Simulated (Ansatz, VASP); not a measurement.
# One calculation of HgTe, two programs

```xyz
2
Lattice="0.0000 3.2019 3.2019 3.2019 0.0000 3.2019 3.2019 3.2019 0.0000" Properties=species:S:1:pos:R:3 pbc="T T T"
Hg    0.0000    0.0000    0.0000
Te    4.8028    4.8028    4.8028
```

Change from the starting cell: volume scaled by 0.98, PAW files.

Alike in both runs: task electric field gradients; functional PBE; k mesh 11 × 11 × 11; occupations fermi-dirac, width 0.03 eV; no spin polarisation.

```csv
,VASP,Ansatz
version,VASP 6.6.1,Ansatz 0.2.0
potentials or method,"VASP PAW PBE potentials, release 64 (Hg, Te)","PAW with Ansatz's default frozen-core files, scalar-relativistic"
plane-wave cutoff (eV),520,420
valence electrons in the cell,18,36
```

|  | VASP | Ansatz | Ansatz less VASP |
| --- | --- | --- | --- |
| pressure (GPa) | 5.3 | 5.2 | -0.09 |

VASP's potentials hold 18 valence electrons a cell and Ansatz's 36, so a difference there can come from the potentials and not from the codes.

Neither program's run includes spin-orbit coupling.
